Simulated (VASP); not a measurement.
# InAs (F-43m) in VASP: single point with LDA

Aim: the single point of InAs with LDA.

Program: VASP 6.6.1. These are calculated values, not measurements. Logs are shortened: lines on timing, memory, paths and dates and some standing lists are left out, and cuts for length are marked.

**1. The cell of the first run**

Symmetry: F-43m, No. 216, cubic system. The conventional cell has a = 5.828 Å, b = 5.828 Å, c = 5.828 Å, α = 90.00°, β = 90.00°, γ = 90.00°. Within 3.3 Å of In (site symmetry -43m) lie 4 As at 2.52 Å. As (site symmetry -43m) has 4 In at 2.52 Å within 3.3 Å.

**2. Single point, LDA**

Input file INCAR:

```
SYSTEM = InAs
  PREC = Accurate
  ENCUT = 500
  EDIFF = 1E-6
  ISMEAR = 0
  SIGMA = 0.01
  LREAL = .False.
  LASPH = .True.
  NELM = 120
  ALGO = Normal
  ISIF = 2
  LWAVE = .False.
  LCHARG = .False.
  NBANDS = 16
  GGA_COMPAT = .False.
```

Input file KPOINTS:

```
regular mesh
0
Gamma
  6 6 6
  0 0 0
```

Input file POSCAR:

```
InAs
1.0
    0.0000000000      2.9138469627      2.9138469627
    2.9138469627      0.0000000000      2.9138469627
    2.9138469627      2.9138469627      0.0000000000
In As
1 1
Direct
    0.0000000000      0.0000000000      0.0000000000
    0.2500000000      0.2500000000      0.2500000000
```

Potentials or basis: VASP PAW LDA potentials, release 64 (In_d, As).

Run with:

```console
$ cat potpaw_LDA.64/In_d/POTCAR potpaw_LDA.64/As/POTCAR > POTCAR
$ mpirun -np 1 vasp_std > vasp.out
```

OUTCAR:

```text
SYSTEM = InAs
   PREC = Accurate
   ENCUT = 500
   EDIFF = 1E-6
   ISMEAR = 0
   LREAL = .False.
   LASPH = .True.
   NELM = 120
   ISIF = 2

 ion  position               nearest neighbor table
   1  0.000  0.000  0.000-   2 2.52   2 2.52   2 2.52   2 2.52
   2  0.250  0.250  0.250-   1 2.52   1 2.52   1 2.52   1 2.52

  LATTYP: Found a face centered cubic cell.
 ALAT       =     5.8276939254

  Lattice vectors:

 A1 = (   0.0000000000,   2.9138469627,   2.9138469627)
 A2 = (   2.9138469627,   0.0000000000,   2.9138469627)
 A3 = (   2.9138469627,   2.9138469627,   0.0000000000)

Analysis of symmetry for initial positions (statically):
=====================================================================
 Subroutine PRICEL returns:
 Original cell was already a primitive cell.

 Routine SETGRP: Setting up the symmetry group for a
 face centered cubic supercell.

 Subroutine GETGRP returns: Found 24 space group operations
 (whereof 24 operations were pure point group operations)
 out of a pool of 48 trial point group operations.

The static configuration has the point symmetry T_d .

Analysis of symmetry for dynamics (positions and initial velocities):
=====================================================================
 Subroutine PRICEL returns:
 Original cell was already a primitive cell.

 Routine SETGRP: Setting up the symmetry group for a
 face centered cubic supercell.

 Subroutine GETGRP returns: Found 24 space group operations
 (whereof 24 operations were pure point group operations)
 out of a pool of 48 trial point group operations.

The dynamic configuration has the point symmetry T_d .

 Subroutine INISYM returns: Found 24 space group operations
 (whereof 24 operations are pure point group operations),
 and found     1 'primitive' translations

----------------------------------------------------------------------------------------

                                     Primitive cell

  volume of cell :      49.4801

  direct lattice vectors                    reciprocal lattice vectors
     0.000000000  2.913846963  2.913846963    -0.171594461  0.171594461  0.171594461
     2.913846963  0.000000000  2.913846963     0.171594461 -0.171594461  0.171594461
     2.913846963  2.913846963  0.000000000     0.171594461  0.171594461 -0.171594461

  length of vectors
     4.120801893  4.120801893  4.120801893     0.297210325  0.297210325  0.297210325

  position of ions in fractional coordinates (direct lattice)
     0.000000000  0.000000000  0.000000000
     0.250000000  0.250000000  0.250000000

  ion indices of the primitive-cell ions
   primitive index   ion index
                 1           1
                 2           2

----------------------------------------------------------------------------------------

 KPOINTS: regular mesh

Automatic generation of k-mesh.
 Grid dimensions read from file:
 generate k-points for:    6    6    6

 Generating k-lattice:

  Cartesian coordinates                     Fractional coordinates (reciprocal lattice)
    -0.028599077  0.028599077  0.028599077     0.166666667  0.000000000  0.000000000
     0.028599077 -0.028599077  0.028599077     0.000000000  0.166666667  0.000000000
     0.028599077  0.028599077 -0.028599077     0.000000000  0.000000000  0.166666667

  Length of vectors
     0.049535054  0.049535054  0.049535054

  Shift w.r.t. Gamma in fractional coordinates (k-lattice)
     0.000000000  0.000000000  0.000000000

 Subroutine IBZKPT returns following result:
 ===========================================

 Found     16 irreducible k-points:

 Following reciprocal coordinates:
            Coordinates               Weight
  0.000000  0.000000  0.000000      1.000000
  0.166667  0.000000  0.000000      8.000000
  0.333333  0.000000  0.000000      8.000000
  0.500000  0.000000  0.000000      4.000000
  0.166667  0.166667  0.000000      6.000000
  0.333333  0.166667  0.000000     24.000000
[... 8 lines left out ...]
 -0.333333  0.333333  0.166667     24.000000
 -0.333333  0.500000  0.166667     12.000000
   k-points           NKPTS =     16   k-points in BZ     NKDIM =     16   number of bands    NBANDS=     16
   number of dos      NEDOS =    301   number of ions     NIONS =      2
   total plane-waves  NPLWV =  27000
   dimension x,y,z NGX =    30 NGY =   30 NGZ =   30
   dimension x,y,z NGXF=    60 NGYF=   60 NGZF=   60
   ions per type =               1   1
   NGX,Y,Z   is equivalent  to a cutoff of  12.10, 12.10, 12.10 a.u.
   NGXF,Y,Z  is equivalent  to a cutoff of  24.21, 24.21, 24.21 a.u.
 SYSTEM =  InAs
   PREC   = accura    normal or accurate (medium, high low for compatibility)
   ISTART =      0    job   : 0-new  1-cont  2-samecut
   ICHARG =      2    charge: 1-file 2-atom 10-const
   ISPIN  =      1    spin polarized calculation?
   LNONCOLLINEAR =      F non collinear calculations
   LSORBIT =      F    spin-orbit coupling
   LASPH  =      T    aspherical Exc in radial PAW
   ENCUT  =  500.0 eV  36.75 Ry    6.06 a.u.   7.51  7.51  7.51*2*pi/ulx,y,z
   NELM   =    120;   NELMIN=  2; NELMDL= -5     # of ELM steps
   EDIFF  = 0.1E-05   stopping-criterion for ELM
   LREAL  =      F    real-space projection
   EDIFFG = 0.1E-04   stopping-criterion for IOM
   NSW    =      0    number of steps for IOM
   IBRION =     -1    ionic relax: 0-MD 1-quasi-New 2-CG
   NFREE  =      0    steps in history (QN), initial steepest desc. (CG)
   ISIF   =      2    stress and relaxation
   ISYM   =      2    0-nonsym 1-usesym 2-fastsym
   POTIM  = 0.5000    time-step for ionic-motion
   TEBEG  =    0.0;   TEEND  =   0.0 temperature during run
   PSTRESS=    0.0 pullay stress
   NELECT =      18.0000    total number of electrons
   NUPDOWN=      -1.0000    fix difference up-down
   EMIN   =  10.00;   EMAX   =-10.00  energy-range for DOS
   EFERMI =   0.00;   METHOD = LEGACY
   ISMEAR =     0;   SIGMA  =   0.01  broadening in eV -4-tet -1-fermi 0-gaus
   EFERMI_NEDOS =   21; number of points for ismear=-14 and -15
   IALGO  =     38    algorithm
   IMIX   =      4    mixing-type and parameters
     AMIX     =   0.40;   BMIX     =  1.00
     AMIX_MAG =   1.60;   BMIX_MAG =  1.00
  volume/ion in A,a.u.               =      24.74       166.95
  Fermi-wavevector in a.u.,A,eV,Ry     =   1.168662  2.208451 18.582441  1.365771
  Thomas-Fermi vector in A             =   2.305146
   LORBIT       =      0    0 simple, 1 ext, 2 COOP (PROOUT), +10 PAW based schemes
   GGA     = CA    functional components
   LHFCALC =     F    Hartree Fock is set to
   AEXX    =    0.0000 exact exchange contribution
   IVDW    =     0    specifies the selected vdW correction
   LEPSILON=     F    determine dielectric tensor
   LRPA    =     F    only Hartree local field effects (RPA)
 non-spin polarized calculation
 Gauss-broadening in eV      SIGMA  =   0.01
  energy-cutoff  :      500.00
  volume of cell :       49.48
 maximum number of plane-waves:      1278
   NGX = 15   NGY = 15   NGZ = 15

 number of electron      18.0000012 magnetization

 Free energy of the ion-electron system (eV)
  ---------------------------------------------------
  ext. energy  EPLUGINS =         0.00000000
  ---------------------------------------------------
  free energy    TOTEN  =        -8.88584816 eV

  energy without entropy =       -8.88584816  energy(sigma->0) =       -8.88584816

 E-fermi :   5.6254     XC(G=0):  -9.8921

 val. band max:        5.5663763899   @ k =   0.0000   0.0000   0.0000
 cond. band min:       5.7347706441   @ k =   0.0000   0.0000   0.0000
 fundamental gap:      0.1683942541
 Fermi energy:         5.6253944910

 k-point     1 :       0.0000    0.0000    0.0000
  band No.  band energies     occupation
      1      -9.0908      2.00000
      2      -9.0908      2.00000
      3      -9.0908      2.00000
      4      -8.9089      2.00000
      5      -8.9089      2.00000
      6      -7.1320      2.00000
[... 8 lines left out ...]
     15      15.5715      0.00000
     16      15.5715      0.00000

 k-point     2 :       0.1667    0.0000    0.0000
  band No.  band energies     occupation
      1      -9.1488      2.00000
      2      -9.0763      2.00000
      3      -9.0763      2.00000
      4      -8.9092      2.00000
      5      -8.9092      2.00000
      6      -6.7826      2.00000
[... 8 lines left out ...]
     15      14.2621      0.00000
     16      14.2621      0.00000

 k-point     3 :       0.3333    0.0000    0.0000
  band No.  band energies     occupation
      1      -9.2453      2.00000
      2      -9.0529      2.00000
      3      -9.0529      2.00000
      4      -8.9037      2.00000
      5      -8.9037      2.00000
      6      -5.9073      2.00000
[... 8 lines left out ...]
     15      14.8327      0.00000
     16      14.8327      0.00000

 k-point     4 :       0.5000    0.0000    0.0000
  band No.  band energies     occupation
      1      -9.2873      2.00000
      2      -9.0447      2.00000
      3      -9.0447      2.00000
      4      -8.8971      2.00000
      5      -8.8971      2.00000
      6      -5.2665      2.00000
[... 8 lines left out ...]
     15      16.6637      0.00000
     16      16.6637      0.00000

 k-point     5 :       0.1667    0.1667    0.0000
  band No.  band energies     occupation
      1      -9.1784      2.00000
      2      -9.0616      2.00000
      3      -9.0616      2.00000
      4      -8.9223      2.00000
      5      -8.9006      2.00000
      6      -6.6706      2.00000
[... 8 lines left out ...]
     15      15.3962      0.00000
     16      15.8613      0.00000

 k-point     6 :       0.3333    0.1667    0.0000
  band No.  band energies     occupation
      1      -9.2528      2.00000
      2      -9.0410      2.00000
      3      -9.0347      2.00000
      4      -8.9290      2.00000
      5      -8.8937      2.00000
      6      -5.9677      2.00000
[... 8 lines left out ...]
     15      15.8268      0.00000
     16      15.9792      0.00000

 k-point     7 :       0.5000    0.1667    0.0000
  band No.  band energies     occupation
      1      -9.2974      2.00000
      2      -9.0350      2.00000
      3      -9.0240      2.00000
      4      -8.9168      2.00000
      5      -8.8940      2.00000
      6      -5.1450      2.00000
[... 8 lines left out ...]
     15      16.3485      0.00000
     16      16.7957      0.00000

 k-point     8 :      -0.3333    0.1667    0.0000
  band No.  band energies     occupation
      1      -9.2815      2.00000
      2      -9.0383      2.00000
      3      -9.0332      2.00000
      4      -8.9087      2.00000
      5      -8.9042      2.00000
      6      -5.3733      2.00000
[... 8 lines left out ...]
     15      15.1775      0.00000
     16      16.6290      0.00000

 k-point     9 :      -0.1667    0.1667    0.0000
  band No.  band energies     occupation
      1      -9.2148      2.00000
      2      -9.0594      2.00000
      3      -9.0520      2.00000
      4      -8.9162      2.00000
      5      -8.9032      2.00000
      6      -6.2560      2.00000
[... 8 lines left out ...]
     15      14.9761      0.00000
     16      15.9821      0.00000

 k-point    10 :       0.3333    0.3333    0.0000
  band No.  band energies     occupation
      1      -9.3092      2.00000
      2      -9.0007      2.00000
      3      -9.0007      2.00000
      4      -8.9550      2.00000
      5      -8.8840      2.00000
      6      -5.5108      2.00000
[... 8 lines left out ...]
     15      16.6556      0.00000
     16      18.5409      0.00000

 k-point    11 :       0.5000    0.3333    0.0000
  band No.  band energies     occupation
      1      -9.3371      2.00000
      2      -8.9975      2.00000
      3      -8.9855      2.00000
      4      -8.9520      2.00000
      5      -8.8839      2.00000
      6      -4.8218      2.00000
[... 8 lines left out ...]
     15      17.1965      0.00000
     16      18.1543      0.00000

 k-point    12 :      -0.3333    0.3333    0.0000
  band No.  band energies     occupation
      1      -9.3192      2.00000
      2      -9.0191      2.00000
      3      -8.9985      2.00000
      4      -8.9281      2.00000
      5      -8.9000      2.00000
      6      -4.7400      2.00000
[... 8 lines left out ...]
     15      14.9983      0.00000
     16      18.7092      0.00000

 k-point    13 :       0.5000    0.5000    0.0000
  band No.  band energies     occupation
      1      -9.3626      2.00000
      2      -8.9727      2.00000
      3      -8.9689      2.00000
      4      -8.9689      2.00000
      5      -8.8757      2.00000
      6      -4.5956      2.00000
[... 8 lines left out ...]
     15      17.3049      0.00000
     16      18.2127      0.00000

 k-point    14 :       0.5000    0.3333    0.1667
  band No.  band energies     occupation
      1      -9.3010      2.00000
      2      -9.0255      2.00000
      3      -9.0074      2.00000
      4      -8.9340      2.00000
      5      -8.8928      2.00000
      6      -5.2432      2.00000
[... 8 lines left out ...]
     15      16.6473      0.00000
     16      17.9962      0.00000

 k-point    15 :      -0.3333    0.3333    0.1667
  band No.  band energies     occupation
      1      -9.3184      2.00000
      2      -9.0249      2.00000
      3      -8.9955      2.00000
      4      -8.9272      2.00000
      5      -8.8989      2.00000
      6      -4.7388      2.00000
[... 8 lines left out ...]
     15      16.7646      0.00000
     16      17.8877      0.00000

 k-point    16 :      -0.3333    0.5000    0.1667
  band No.  band energies     occupation
      1      -9.3397      2.00000
      2      -9.0039      2.00000
      3      -8.9818      2.00000
      4      -8.9431      2.00000
      5      -8.8902      2.00000
      6      -4.5299      2.00000
[... 8 lines left out ...]
     15      17.7973      0.00000
     16      17.8409      0.00000

------------------------ aborting loop because EDIFF is reached ----------------------------------------

  FORCE on cell =-STRESS in cart. coord.  units (eV):
  Direction    XX          YY          ZZ          XY          YZ          ZX
  --------------------------------------------------------------------------------------
  -------------------------------------------------------------------------------------
  Total        2.4270401      2.4270401      2.4270401      0.0000000      0.0000000     -0.0000000
  in kB       78.5881956     78.5881956     78.5881956      0.0000000      0.0000000     -0.0000000
  external PRESSURE =      78.5881956 kB  Pullay stress =       0.0000000 kB

 VOLUME and BASIS-vectors are now :
 -----------------------------------------------------------------------------
  energy-cutoff  :      500.00
  volume of cell :       49.48
      direct lattice vectors                 reciprocal lattice vectors
     0.000000000  2.913846963  2.913846963    -0.171594461  0.171594461  0.171594461
     2.913846963  0.000000000  2.913846963     0.171594461 -0.171594461  0.171594461
     2.913846963  2.913846963  0.000000000     0.171594461  0.171594461 -0.171594461

 POSITION                                       TOTAL-FORCE (eV/Angst)
 -----------------------------------------------------------------------------------
      0.00000      0.00000      0.00000         0.000000      0.000000      0.000000
      1.45692      1.45692      1.45692        -0.000000     -0.000000     -0.000000
 -----------------------------------------------------------------------------------
    total drift:                                0.000000      0.000000      0.000000

  FREE ENERGIE OF THE ION-ELECTRON SYSTEM (eV)
  ---------------------------------------------------
  free  energy   TOTEN  =        -8.8858481611 eV

  energy  without entropy=       -8.8858481611  energy(sigma->0) =       -8.88584816
```

It took 14 s on 1 thread of Intel Xeon 6975P-C, shared host; peak memory 0.15 GiB.

Results:

```yaml
Free_energy: -8.8858 eV
Pressure: 7.9 GPa
Band_gap_on_the_k_mesh: 0.17 eV, direct
```

Levels at points of the mesh, in eV from the valence-band top:
| k point | band 6 | band 7 | band 8 | band 9 | band 10 | band 11 | band 12 | band 13 |
| --- | --- | --- | --- | --- | --- | --- | --- | --- |
| (0.00, 0.00, 0.00) | -12.70 | 0.00 | 0.00 | 0.00 | 0.17 | 3.85 | 3.85 | 3.85 |
| (0.50, 0.00, 0.00) | -10.83 | -6.46 | -1.18 | -1.18 | 1.05 | 4.65 | 4.65 | 6.76 |
| (0.50, 0.50, 0.00) | -10.16 | -6.44 | -2.76 | -2.76 | 1.21 | 1.93 | 9.75 | 9.92 |

Caveat: spin-orbit coupling is left out, which moves the levels of the heavy elements.
